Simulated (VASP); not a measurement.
A run of VASP 6.6.1 is set up as follows.

The input INCAR:

```
  PREC = Accurate
  ENCUT = 600
  EDIFF = 1E-6
  ISMEAR = -1
  SIGMA = 0.05
  LREAL = False
  LASPH = True
  NELM = 60
  ALGO = Normal
  ISIF = 3
  LWAVE = False
  LCHARG = False
  IBRION = 2
  NSW = 60
  EDIFFG = -0.01
```

KPOINTS

```
Automatic mesh
0
Gamma
  12 12 12
```

Contents of POSCAR:

```
Al
1.0
   -1.5912186900      1.5912186900      1.5912186900
    1.5912186900     -1.5912186900      1.5912186900
    1.5912186900      1.5912186900     -1.5912186900
Al
1
Direct
    0.0000000000      0.0000000000      0.0000000000
```

Potentials or basis: VASP PAW LDA potentials, release 64 (Al).

The run is started by

```sh
$ cat potpaw_LDA.64/Al/POTCAR > POTCAR
$ mpirun -np 1 vasp_std > vasp.out
```

(1) What does it give for the relaxed cell?

(2) Predict the relaxed volume.

(3) Predict the space group after relaxing (to 0.05 Å).

Answers

(1) a = 2.764 Å, b = 2.764 Å, c = 2.764 Å, α = 109.47°, β = 109.47°, γ = 109.47°.

(2) 16.25 Å³/atom.

(3) Im-3m (No. 229).
